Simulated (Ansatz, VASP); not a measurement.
Two plane-wave programs on Be

```
Be
1.0
    -1.44733    1.44733    1.44733
     1.44733   -1.44733    1.44733
     1.44733    1.44733   -1.44733
Be
1
Cartesian
  0.0000 0.0000 0.0000
```

Alike in both runs: task relaxation of cell and atoms; functional PBEsol; k mesh 10 × 10 × 10; occupations gaussian, width 0.1 eV; no spin polarisation.

|  | VASP | Ansatz |
| --- | --- | --- |
| version | VASP 6.6.1 | Ansatz 0.2.0 |
| potentials or method | VASP PAW PBE potentials, release 64 (Be), cutoff 600 eV | scalar-relativistic, plane waves, PAW |
| valence electrons in the cell | 2 | 2 |

|  | VASP | Ansatz | Ansatz less VASP |
| --- | --- | --- | --- |
| gap on the k mesh at the Fermi level, each at its own relaxed structure (eV) | none | none | - |
| relaxed volume (Å³/atom) | 7.75 | 7.75 | +0.007 |
| relaxed cell length with the largest relative difference (Å) | 2.159 | 2.160 | +0.0007 |

VASP's potentials were made for PBE, not for PBEsol. A gap of «none» marks a metal or a gap that the smearing closes.

Noted on VASP's run: the volume moved by over 15 % at a fixed basis, so the end points are rough.
